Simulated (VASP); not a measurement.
# K3PRu (Pm-3m) in VASP: notebook

K3PRu is run at these levels: PBE; tasks: single point, relaxation of cell and atoms.

All numbers are computed with VASP 6.6.1; they aren't measurements. Logs are shortened: lines on timing, memory, paths and dates and some standing lists are left out, and cuts for length are marked.

## (1) The cell of the first run

The structure is cubic, space group Pm-3m (No. 221). Conventional cell: a = 5.284 Å, b = 5.284 Å, c = 5.284 Å, α = 90.00°, β = 90.00°, γ = 90.00°. Within 3.5 Å of K (site symmetry 4/mmm) lie 2 P at 2.64 Å. Within 3.5 Å of P (site symmetry m-3m) lie 6 K at 2.64 Å. Within 4.9 Å of Ru (site symmetry m-3m) lie 12 K at 3.74 Å and 8 P at 4.58 Å.

The cell was generated, and may not be a known phase.

## (2) Single point, PBE

The input, INCAR:

```
PREC = Accurate
ENCUT = 520
EDIFF = 1E-6
ISMEAR = 0
SIGMA = 0.1
LREAL = False
LASPH = True
NELM = 80
ALGO = Normal
ISIF = 2
LWAVE = False
LCHARG = False
GGA = PE
NBANDS = 31
```

The input, KPOINTS:

```
Automatic mesh
0
Gamma
  4 4 4
```

The input, POSCAR:

```
K3PRu
1.0
    5.2838578300      0.0000000000      0.0000000000
    0.0000000000      5.2838578300      0.0000000000
    0.0000000000      0.0000000000      5.2838578300
K P Ru
3 1 1
Direct
    0.5000000000      0.0000000000      0.0000000000
    0.0000000000      0.5000000000      0.0000000000
    0.0000000000      0.0000000000      0.5000000000
    0.0000000000      0.0000000000      0.0000000000
    0.5000000000      0.5000000000      0.5000000000
```

Potentials or basis: VASP PAW PBE potentials, release 64 (K_sv, P, Ru_pv).

Launch:

```bash
$ cat potpaw_PBE.64/K_sv/POTCAR potpaw_PBE.64/P/POTCAR potpaw_PBE.64/Ru_pv/POTCAR > POTCAR
$ mpirun -np 1 vasp_std > vasp.out
```

OUTCAR:

```text
PREC = Accurate
   ENCUT = 520
   EDIFF = 1E-6
   ISMEAR = 0
   LREAL = False
   LASPH = True
   NELM = 80
   ISIF = 2
   GGA = PE

 ion  position               nearest neighbor table
   1  0.500  0.000  0.000-   4 2.64   4 2.64   2 3.74   3 3.74   2 3.74   2 3.74   3 3.74   3 3.74
                             3 3.74   2 3.74
   2  0.000  0.500  0.000-   4 2.64   4 2.64   1 3.74   3 3.74   1 3.74   3 3.74   3 3.74   3 3.74
                             1 3.74   1 3.74
   3  0.000  0.000  0.500-   4 2.64   4 2.64   1 3.74   1 3.74   2 3.74   2 3.74   2 3.74   2 3.74
                             1 3.74   1 3.74
   4  0.000  0.000  0.000-   1 2.64   2 2.64   3 2.64   3 2.64   2 2.64   1 2.64
   5  0.500  0.500  0.500-

  LATTYP: Found a simple cubic cell.
 ALAT       =     5.2838578300

  Lattice vectors:

 A1 = (   5.2838578300,   0.0000000000,   0.0000000000)
 A2 = (   0.0000000000,   5.2838578300,   0.0000000000)
 A3 = (   0.0000000000,   0.0000000000,   5.2838578300)

Analysis of symmetry for initial positions (statically):
=====================================================================
 Subroutine PRICEL returns:
 Original cell was already a primitive cell.

 Routine SETGRP: Setting up the symmetry group for a
 simple cubic supercell.

 Subroutine GETGRP returns: Found 48 space group operations
 (whereof 48 operations were pure point group operations)
 out of a pool of 48 trial point group operations.

The static configuration has the point symmetry O_h .

Analysis of symmetry for dynamics (positions and initial velocities):
=====================================================================
 Subroutine PRICEL returns:
 Original cell was already a primitive cell.

 Routine SETGRP: Setting up the symmetry group for a
 simple cubic supercell.

 Subroutine GETGRP returns: Found 48 space group operations
 (whereof 48 operations were pure point group operations)
 out of a pool of 48 trial point group operations.

The dynamic configuration has the point symmetry O_h .

 Subroutine INISYM returns: Found 48 space group operations
 (whereof 48 operations are pure point group operations),
 and found     1 'primitive' translations

----------------------------------------------------------------------------------------

                                     Primitive cell

  volume of cell :     147.5208

  direct lattice vectors                    reciprocal lattice vectors
     5.283857830  0.000000000  0.000000000     0.189255660  0.000000000  0.000000000
     0.000000000  5.283857830  0.000000000     0.000000000  0.189255660  0.000000000
     0.000000000  0.000000000  5.283857830     0.000000000  0.000000000  0.189255660

  length of vectors
     5.283857830  5.283857830  5.283857830     0.189255660  0.189255660  0.189255660

  position of ions in fractional coordinates (direct lattice)
     0.500000000  0.000000000  0.000000000
     0.000000000  0.500000000  0.000000000
     0.000000000  0.000000000  0.500000000
     0.000000000  0.000000000  0.000000000
     0.500000000  0.500000000  0.500000000

  ion indices of the primitive-cell ions
   primitive index   ion index
                 1           1
                 2           2
                 3           3
                 4           4
                 5           5

----------------------------------------------------------------------------------------

 KPOINTS: Automatic mesh

Automatic generation of k-mesh.
 Grid dimensions read from file:
 generate k-points for:    4    4    4

 Generating k-lattice:

  Cartesian coordinates                     Fractional coordinates (reciprocal lattice)
     0.047313915  0.000000000  0.000000000     0.250000000  0.000000000  0.000000000
     0.000000000  0.047313915  0.000000000     0.000000000  0.250000000  0.000000000
     0.000000000  0.000000000  0.047313915     0.000000000  0.000000000  0.250000000

  Length of vectors
     0.047313915  0.047313915  0.047313915

  Shift w.r.t. Gamma in fractional coordinates (k-lattice)
     0.000000000  0.000000000  0.000000000

 Subroutine IBZKPT returns following result:
 ===========================================

 Found     10 irreducible k-points:

 Following reciprocal coordinates:
            Coordinates               Weight
  0.000000  0.000000  0.000000      1.000000
  0.250000  0.000000  0.000000      6.000000
  0.500000  0.000000  0.000000      3.000000
  0.250000  0.250000  0.000000     12.000000
  0.500000  0.250000  0.000000     12.000000
  0.500000  0.500000  0.000000      3.000000
  0.250000  0.250000  0.250000      8.000000
  0.500000  0.250000  0.250000     12.000000
  0.500000  0.500000  0.250000      6.000000
  0.500000  0.500000  0.500000      1.000000
   k-points           NKPTS =     10   k-points in BZ     NKDIM =     10   number of bands    NBANDS=     31
   number of dos      NEDOS =    301   number of ions     NIONS =      5
   total plane-waves  NPLWV =  64000
[... 36 lines left out ...]
  volume/ion in A,a.u.               =      29.50       199.10
  Fermi-wavevector in a.u.,A,eV,Ry     =   1.110136  2.097853 16.767856  1.232403
  Thomas-Fermi vector in A             =   2.246684
   LORBIT       =      0    0 simple, 1 ext, 2 COOP (PROOUT), +10 PAW based schemes
   GGA     = PE    functional components
   LHFCALC =     F    Hartree Fock is set to
   AEXX    =    0.0000 exact exchange contribution
   IVDW    =     0    specifies the selected vdW correction
   LEPSILON=     F    determine dielectric tensor
   LRPA    =     F    only Hartree local field effects (RPA)
 non-spin polarized calculation
 Gauss-broadening in eV      SIGMA  =   0.10
  energy-cutoff  :      520.00
  volume of cell :      147.52
 maximum number of plane-waves:      4012
 NGX is ok and might be reduce to    40
   NGX = 19   NGY = 19   NGZ = 19

 number of electron      45.9999981 magnetization

 Free energy of the ion-electron system (eV)
  ---------------------------------------------------
  ext. energy  EPLUGINS =         0.00000000
  ---------------------------------------------------
  free energy    TOTEN  =        -9.59288766 eV

  energy without entropy =       -9.50400560  energy(sigma->0) =       -9.54844663

 E-fermi :   1.5836     XC(G=0):  -8.3939

 val. band max:        1.5696840432   @ k =   0.2500   0.2500   0.2500
 cond. band min:       1.6128237432   @ k =   0.5000   0.5000   0.5000
 fundamental gap:      0.0431397000
 Fermi energy:         1.5836187105

 k-point     1 :       0.0000    0.0000    0.0000
  band No.  band energies     occupation
      1     -39.3892      2.00000
      2     -39.3892      2.00000
      3     -39.3892      2.00000
      4     -28.1243      2.00000
      5     -28.0279      2.00000
      6     -28.0279      2.00000
[... 23 lines left out ...]
     30       5.9024      0.00000
     31       6.3459      0.00000

 k-point     2 :       0.2500    0.0000    0.0000
  band No.  band energies     occupation
      1     -39.3892      2.00000
      2     -39.3892      2.00000
      3     -39.3892      2.00000
      4     -28.1118      2.00000
      5     -28.0397      2.00000
      6     -28.0278      2.00000
[... 23 lines left out ...]
     30       6.2325      0.00000
     31       7.0895      0.00000

 k-point     3 :       0.5000    0.0000    0.0000
  band No.  band energies     occupation
      1     -39.3892      2.00000
      2     -39.3892      2.00000
      3     -39.3892      2.00000
      4     -28.0921      2.00000
      5     -28.0586      2.00000
      6     -28.0277      2.00000
[... 23 lines left out ...]
     30       6.8223      0.00000
     31       7.6454      0.00000

 k-point     4 :       0.2500    0.2500    0.0000
  band No.  band energies     occupation
      1     -39.3892      2.00000
      2     -39.3892      2.00000
      3     -39.3892      2.00000
      4     -28.1007      2.00000
      5     -28.0431      2.00000
      6     -28.0345      2.00000
[... 159 lines left out ...]
     30       7.1884      0.00000
     31       7.2412      0.00000

 k-point     9 :       0.5000    0.5000    0.2500
  band No.  band energies     occupation
      1     -39.3892      2.00000
      2     -39.3892      2.00000
      3     -39.3892      2.00000
      4     -28.0589      2.00000
      5     -28.0581      2.00000
      6     -28.0581      2.00000
[... 23 lines left out ...]
     30       7.0525      0.00000
     31       7.4440      0.00000

 k-point    10 :       0.5000    0.5000    0.5000
  band No.  band energies     occupation
      1     -39.3893      2.00000
      2     -39.3893      2.00000
      3     -39.3893      2.00000
      4     -28.0580      2.00000
      5     -28.0580      2.00000
      6     -28.0580      2.00000
[... 23 lines left out ...]
     30       7.3083      0.00000
     31       7.3083      0.00000

------------------------ aborting loop because EDIFF is reached ----------------------------------------

  FORCE on cell =-STRESS in cart. coord.  units (eV):
  Direction    XX          YY          ZZ          XY          YZ          ZX
  --------------------------------------------------------------------------------------
  -------------------------------------------------------------------------------------
  Total        9.5979316      9.5979316      9.5979316      0.0000000     -0.0000000      0.0000000
  in kB      104.2401097    104.2401097    104.2401097      0.0000000     -0.0000000      0.0000000
  external PRESSURE =     104.2401097 kB  Pullay stress =       0.0000000 kB

 VOLUME and BASIS-vectors are now :
 -----------------------------------------------------------------------------
  energy-cutoff  :      520.00
  volume of cell :      147.52
      direct lattice vectors                 reciprocal lattice vectors
     5.283857830  0.000000000  0.000000000     0.189255660  0.000000000  0.000000000
     0.000000000  5.283857830  0.000000000     0.000000000  0.189255660  0.000000000
     0.000000000  0.000000000  5.283857830     0.000000000  0.000000000  0.189255660

 POSITION                                       TOTAL-FORCE (eV/Angst)
 -----------------------------------------------------------------------------------
      2.64193      0.00000      0.00000         0.000000      0.000000      0.000000
      0.00000      2.64193      0.00000         0.000000      0.000000      0.000000
      0.00000      0.00000      2.64193         0.000000      0.000000      0.000000
      0.00000      0.00000      0.00000         0.000000      0.000000      0.000000
      2.64193      2.64193      2.64193         0.000000      0.000000      0.000000
 -----------------------------------------------------------------------------------
    total drift:                               -0.000000      0.000000     -0.000000

  FREE ENERGIE OF THE ION-ELECTRON SYSTEM (eV)
  ---------------------------------------------------
  free  energy   TOTEN  =        -9.5928876632 eV

  energy  without entropy=       -9.5040055999  energy(sigma->0) =       -9.54844663
```

It took 2 min on 1 thread of Oxide Virtual Turin-like, shared host; peak memory 0.22 GiB.

Results:

```yaml
Free_energy: -9.5929 eV
Pressure: 10.4 GPa
Band_gap_on_the_k_mesh: zero (bands 23 and 24 overlap by 0.37 eV)
```

Caveat: the cell stands under pressure.

## (3) Single point, PBE

This run uses another cell than the first one, of 45.12 Å³/atom.

The input, INCAR:

```
SYSTEM = K3PRu
PREC     = Accurate       ! precision mode
ENCUT    = 520            ! plane-wave cutoff, eV
EDIFF    = 1E-7           ! SCF threshold, eV
ISMEAR   = 0              ! smearing method
SIGMA    = 0.1            ! smearing width, eV
LREAL    = .False.        ! projectors in reciprocal space
LASPH    = .True.         ! aspherical terms in the spheres
NELM     = 80             ! most SCF steps
ALGO     = Normal         ! electronic algorithm
ISIF     = 2              ! what is computed and relaxed
LWAVE    = .False.        ! write WAVECAR
LCHARG   = .False.        ! write CHGCAR
GGA      = PE             ! functional
NBANDS   = 31             ! bands
```

The input, KPOINTS:

```
regular mesh
0
Gamma
  4 4 4
  0 0 0
```

POSCAR, as its differences from that of step 2:

```diff
@@ -2,5 +2,5 @@
 1.0
-    5.2838578300      0.0000000000      0.0000000000
-    0.0000000000      5.2838578300      0.0000000000
-    0.0000000000      0.0000000000      5.2838578300
+    6.0877403946      0.0000000000      0.0000000000
+    0.0000000000      6.0877403946      0.0000000000
+    0.0000000000      0.0000000000      6.0877403946
 K P Ru
```

Potentials or basis: VASP PAW PBE potentials, release 64 (K_sv, P, Ru_pv).

Launch:

```bash
$ cat potpaw_PBE.64/K_sv/POTCAR potpaw_PBE.64/P/POTCAR potpaw_PBE.64/Ru_pv/POTCAR > POTCAR
$ mpirun -np 1 vasp_std > vasp.out
```

Wall time 3.2 min (1 thread of Oxide Virtual Turin-like, shared host); peak memory 0.32 GiB.

Results (log left out):

```
Free energy            : -11.4779 eV
Pressure               : 0.2 GPa
Band gap on the k mesh : zero (bands 23 and 24 overlap by 0.16 eV)
```

Levels at points of the mesh, in eV from the Fermi level:
```tsv
k point	band 21	band 22	band 23	band 24	band 25	band 26
(0.00, 0.00, 0.00)	-0.08	-0.08	-0.02	-0.02	-0.02	3.70
(0.50, 0.00, 0.00)	-0.07	-0.06	0.13	0.13	0.16	1.13
(0.50, 0.50, 0.00)	-0.12	-0.08	-0.08	0.00	0.01	2.04
(0.50, 0.50, 0.50)	-0.02	-0.02	-0.01	-0.01	0.03	2.07
```

## (4) Relaxation of cell and atoms, PBE

The input, INCAR:

```
SYSTEM = K3PRu
PREC = Accurate
ENCUT = 600
EDIFF = 1E-6
ISMEAR = 0
SIGMA = 0.1
LREAL = .False.
LASPH = .True.
NELM = 60
ALGO = Normal
ISIF = 3
LWAVE = .False.
LCHARG = .False.
GGA = PE
IBRION = 2
NSW = 90
EDIFFG = -0.04
```

The input, KPOINTS:

```
Automatic mesh
0
Gamma
  4 4 4
  0 0 0
```

POSCAR, as its differences from that of step 3:

```diff
@@ -2,5 +2,5 @@
 1.0
-    6.0877403946      0.0000000000      0.0000000000
-    0.0000000000      6.0877403946      0.0000000000
-    0.0000000000      0.0000000000      6.0877403946
+    5.2838578300      0.0000000000      0.0000000000
+    0.0000000000      5.2838578300      0.0000000000
+    0.0000000000      0.0000000000      5.2838578300
 K P Ru
```

Launch:

```bash
$ cat potpaw_PBE.64/K_sv/POTCAR potpaw_PBE.64/P/POTCAR potpaw_PBE.64/Ru_pv/POTCAR > POTCAR
$ mpirun -np 1 vasp_std > vasp.out
```

Run time: 8.6 min. Hardware: 1 thread of Oxide Virtual Turin-like, shared host; peak memory 0.26 GiB.

Results (log left out):

* Free energy: -11.4681 eV
* Relaxed volume: 45.65 Å³/atom
* Relaxed cell: a = 6.111 Å, b = 6.111 Å, c = 6.111 Å, α = 90.00°, β = 90.00°, γ = 90.00°
* Space group after relaxing (to 0.1 Å): Pm-3m (No. 221)
* Energy gained by relaxing: 375.0 meV/atom
* Ionic steps: 4
* Pressure after relaxing: 0.1 GPa
* Band gap on the k mesh: zero (bands 23 and 24 overlap by 0.16 eV)

The path:
```
step  energy change (eV)  largest force (eV/Å)  pressure (GPa)  volume (Å³)
   1              0.0000                0.0000           10.42       147.52
   2             -1.6145                0.0000            2.57       192.41
   3             -1.8459                0.0000            0.72       216.52
   4             -1.8749                0.0000            0.09       228.26
```

Final structure:
```cif
data_structure
_symmetry_space_group_name_H-M 'P 1'
_symmetry_Int_Tables_number 1
_cell_length_a 6.1115
_cell_length_b 6.1115
_cell_length_c 6.1115
_cell_angle_alpha 90.000
_cell_angle_beta 90.000
_cell_angle_gamma 90.000
_cell_volume 228.26
loop_
_atom_site_label
_atom_site_type_symbol
_atom_site_fract_x
_atom_site_fract_y
_atom_site_fract_z
_atom_site_occupancy
K1 K 0.50000 0.00000 0.00000 1
K2 K 0.00000 0.50000 0.00000 1
K3 K 0.00000 0.00000 0.50000 1
P1 P 0.00000 0.00000 0.00000 1
Ru1 Ru 0.50000 0.50000 0.50000 1
```

Levels at points of the mesh, in eV from the Fermi level:
| k point | band 20 | band 21 | band 22 | band 23 | band 24 | band 25 | band 26 | band 27 |
| --- | --- | --- | --- | --- | --- | --- | --- | --- |
| (0.00, 0.00, 0.00) | -0.08 | -0.08 | -0.08 | -0.03 | -0.03 | -0.03 | 3.68 | 3.68 |
| (0.50, 0.00, 0.00) | -0.14 | -0.07 | -0.06 | 0.13 | 0.13 | 0.16 | 1.13 | 3.03 |
| (0.50, 0.50, 0.00) | -0.14 | -0.12 | -0.08 | -0.08 | 0.00 | 0.01 | 2.03 | 2.03 |
| (0.50, 0.50, 0.50) | -0.02 | -0.02 | -0.02 | -0.01 | -0.01 | 0.03 | 2.06 | 2.06 |

Caveat: the volume moved by over 15 % at a fixed basis, so the end points are rough.

## (5) Single point, PBE, collinear spin, ferromagnetic start

This run uses another cell than the first one, of 45.12 Å³/atom.

The input, INCAR:

```
PREC = Accurate ; ENCUT = 520
EDIFF = 1E-6 ; ISMEAR = 0
SIGMA = 0.1 ; LREAL = F
LASPH = T ; NELM = 150
ALGO = Normal ; ISIF = 2
LWAVE = F ; LCHARG = T
ISPIN = 2 ; MAGMOM = 0 0 0 0 1
LORBIT = 11 ; LMAXMIX = 4
GGA = PE ; LELF = T
LVHAR = T ; NBANDS = 35
```

The input, KPOINTS:

```
Automatic mesh
0
Gamma
  4 4 4
```

POSCAR, as its differences from that of step 4:

```diff
@@ -2,5 +2,5 @@
 1.0
-    5.2838578300      0.0000000000      0.0000000000
-    0.0000000000      5.2838578300      0.0000000000
-    0.0000000000      0.0000000000      5.2838578300
+    6.0877403946      0.0000000000      0.0000000000
+    0.0000000000      6.0877403946      0.0000000000
+    0.0000000000      0.0000000000      6.0877403946
 K P Ru
```

Launch:

```bash
$ cat potpaw_PBE.64/K_sv/POTCAR potpaw_PBE.64/P/POTCAR potpaw_PBE.64/Ru_pv/POTCAR > POTCAR
$ mpirun -np 1 vasp_std > vasp.out
```

Wall time 9.1 min (1 thread of Oxide Virtual Turin-like, shared host); peak memory 0.44 GiB.

Results (log left out):

```yaml
Free_energy: -12.8134 eV
Pressure: 0.7 GPa
Band_gap_on_the_k_mesh: zero (filled and empty bands overlap)
Net_moment: 4.00 μB per cell
Site_moments: K +0.01; P +0.37; Ru +2.63 μB
Valence_electrons_inside_the_program's_atomic_spheres: K 7.57; P 2.48; Ru 12.24
```

Levels at points of the mesh, in eV from the Fermi level:
Spin up:
```csv
k point,band 21,band 22,band 23,band 24,band 25,band 26,band 27,band 28,band 29,band 30
"(0.00, 0.00, 0.00)",-1.48,-1.48,-0.44,-0.44,-0.44,3.09,3.09,3.09,3.34,3.34
"(0.50, 0.00, 0.00)",-1.46,-1.35,-0.53,-0.45,-0.45,0.71,2.49,2.49,4.10,4.11
"(0.50, 0.50, 0.00)",-1.37,-1.31,-1.31,-1.00,-0.54,1.57,1.57,2.72,3.63,4.27
"(0.50, 0.50, 0.50)",-1.37,-1.22,-1.22,-1.22,-0.86,1.59,1.59,1.59,4.22,4.22
```
Spin down:
| k point | band 17 | band 18 | band 19 | band 20 | band 21 | band 22 | band 23 | band 24 |
| --- | --- | --- | --- | --- | --- | --- | --- | --- |
| (0.00, 0.00, 0.00) | -1.26 | -0.51 | -0.51 | 0.16 | 0.16 | 0.16 | 0.36 | 0.36 |
| (0.50, 0.00, 0.00) | -1.29 | -0.47 | -0.33 | 0.01 | 0.01 | 0.19 | 0.38 | 0.52 |
| (0.50, 0.50, 0.00) | -0.80 | -0.80 | -0.53 | -0.32 | -0.20 | 0.06 | 0.27 | 0.36 |
| (0.50, 0.50, 0.50) | -0.82 | -0.82 | -0.82 | -0.33 | -0.33 | -0.07 | 0.41 | 0.41 |

## (6) The runs side by side

| task | spin | cell | cutoff (eV) | gap on the mesh (eV) | pressure (GPa) |
| --- | --- | --- | --- | --- | --- |
| single point | off | a = 5.284 Å, 5 atoms | 520 | none | 10.4 |
| single point | off | a = 6.088 Å, 5 atoms | 520 | none | 0.2 |
| relaxation of cell and atoms | off | relaxed from a = 5.284 Å, 5 atoms | 600 | none | 0.1 |
| single point | collinear, ferromagnetic start | a = 6.088 Å, 5 atoms | 520 | none | 0.7 |

Alike in all rows: level PBE; potentials or basis VASP PAW PBE potentials, release 64 (K_sv, P, Ru_pv); k mesh 4 × 4 × 4; smearing gaussian 0.1 eV.

Caveats: the cell stands under pressure (at least some runs); the volume moved by over 15 % at a fixed basis, so the end points are rough (at least some runs).

Total energies depend on the potentials used, so only differences within one code and one set of settings carry meaning.

The gap in the log of VASP goes by the Fermi energy; the results here count the filled bands.